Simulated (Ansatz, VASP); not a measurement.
**BeC2 in VASP and in Ansatz**

File INCAR:

```
SYSTEM = BeC2
  PREC = Accurate
  ENCUT = 600
  EDIFF = 1E-6
  ISMEAR = 0
  SIGMA = 0.02
  LREAL = .FALSE.
  LASPH = .TRUE.
  NELM = 80
  ALGO = Normal
  ISIF = 3
  LWAVE = .FALSE.
  LCHARG = .FALSE.
  GGA = PE
  IBRION = 2
  NSW = 100
  EDIFFG = -0.005
```

Contents of KPOINTS:

```
regular mesh
0
G
  8 8 8
  0 0 0
```

The input POSCAR:

```
BeC2
1.0
   -1.9442364810      1.9442364810      2.3117147751
    1.9442364810     -1.9442364810      2.3117147751
    1.9442364810      1.9442364810     -2.3117147751
Be C
1 2
Direct
    0.0000000000      0.0000000000      0.0000000000
    0.6346781540      0.6346781540      0.0000000000
    0.3653218460      0.3653218460      0.0000000000
```

Input for Ansatz:

```yaml
crystal:
  lattice:
    - [-1.944236481, 1.944236481, 2.3117147751]
    - [1.944236481, -1.944236481, 2.3117147751]
    - [1.944236481, 1.944236481, -2.3117147751]
  atoms:
    - { symbol: Be, position: [0.0, 0.0, 0.0] }
    - { symbol: C, position: [0.634678154, 0.634678154, 0.0] }
    - { symbol: C, position: [0.365321846, 0.365321846, 0.0] }
basis:
  ecutwfc: 420
kpoints:
  mp_grid: { grid: [8, 8, 8] }
hamiltonian:
  xc: pbe
scf:
  occupations: { method: gaussian, width: 0.02 }
output:
  forces: true
  stress: true
  eigenvalues: true
relax:
  adjacent_minimum: "off"
  f_tol: 0.005
  max_steps: 80
  cell: { stress_tol: 0.05 }
```

Alike in both runs: task relaxation of cell and atoms; functional PBE; k mesh 8 × 8 × 8; occupations gaussian, width 0.02 eV; no spin polarisation.

```csv
,VASP,Ansatz
version,VASP 6.6.1,Ansatz 0.2.0
potentials or method,"VASP PAW PBE potentials, release 64 (Be, C), cutoff 600 eV","scalar-relativistic, plane waves, PAW"
valence electrons in the cell,10,10
```

Ansatz gave:

```
gap on the k mesh at the Fermi level, each at its own relaxed structure (eV) : 2.88
relaxed volume (Å³/atom)                                                     : 11.70
relaxed cell length with the largest relative difference (Å)                 : 3.596
```

What did VASP give for the same quantities?

gap on the k mesh at the Fermi level, each at its own relaxed structure (eV): 2.88; relaxed volume (Å³/atom): 11.64; relaxed cell length with the largest relative difference (Å): 3.591.
